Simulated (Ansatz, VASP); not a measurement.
## MoH3: VASP beside Ansatz

```
H Mo
1.0
     2.26939    1.31023    2.95931
    -2.26939    1.31023    2.95931
     0.00000   -2.62047    2.95931
H Mo
6 2
Cartesian
  1.8224 0.0000 2.2195
  -0.9112 1.5783 2.2195
  -0.9112 -1.5783 2.2195
  -1.8224 0.0000 6.6584
  0.9112 -1.5783 6.6584
  0.9112 1.5783 6.6584
  0.0000 0.0000 2.2195
  0.0000 0.0000 6.6584
```

Alike in both runs: functional PBE; k mesh 3 × 3 × 3; occupations gaussian, width 0.15 eV; no spin polarisation.

Ansatz relaxed the structure, and its values are those at the end. VASP's run is a single point on that final structure, the one shown.

|  | VASP | Ansatz |
| --- | --- | --- |
| version | VASP 6.6.1 | Ansatz 0.2.0 |
| potentials or method | VASP PAW PBE potentials, release 64 (H, Mo_sv), cutoff 500 eV | scalar-relativistic, plane waves, PAW |
| valence electrons in the cell | 34 | 34 |

Ansatz gave:

* gap on the k mesh at the Fermi level (eV): none
* pressure (GPa): 0.1
* rms of the force components (eV/Å): 0.004

Task: Estimate VASP's values.

Result: gap on the k mesh at the Fermi level (eV): none; pressure (GPa): 0.1; rms of the force components (eV/Å): 0.005.

A gap of «none» marks a metal or a gap that the smearing closes. With one functional, cell and mesh, what is left measures potentials, basis and numerics.

The k mesh is coarse, so the values compare programs but aren't converged.
